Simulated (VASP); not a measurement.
Crystal: Te2Mo.

```
CELL_PARAMETERS angstrom
3.58720 0.00000 0.00000
-1.79360 3.10661 0.00000
0.00000 0.00000 14.24766
ATOMIC_POSITIONS crystal
Te 0.66667 0.33333 0.37900
Te 0.33333 0.66667 0.87900
Te 0.66667 0.33333 0.12100
Te 0.33333 0.66667 0.62100
Mo 0.66667 0.33333 0.75000
Mo 0.33333 0.66667 0.25000
```

Base run:

* Program: VASP 6.6.1
* Functional: r2SCAN
* Dispersion: D4
* Potentials or basis: VASP PAW PBE potentials, release 64 (Te, Mo_sv)
* Cutoff: 520 eV
* k mesh: 9 × 9 × 2
* Occupations: fermi-dirac, width 0.05 eV
* Spin: no spin polarisation

Its results: band gap on the k mesh 0.91 eV, indirect (least direct gap 1.04 eV); pressure -4.2 GPa; largest force 0.794 eV/Å.

Problem. The run is repeated on the same cell with these changes: functional from r2SCAN to revPBE; dispersion from D4 to none. What comes out?

Solution. Band gap on the k mesh 0.82 eV, indirect (least direct gap 0.96 eV); pressure -1.2 GPa; largest force 0.509 eV/Å.

Several settings changed at once, so the effect can't be laid on one alone.

Caveats: the PAW data sets were made with another functional, which shifts forces and pressure a little; spin-orbit coupling is left out, which moves the levels of the heavy elements; this functional lacks dispersion, which binds the layers, so the pressure and a relaxed spacing across them are unreliable (some runs).

A k mesh can miss the band edges.
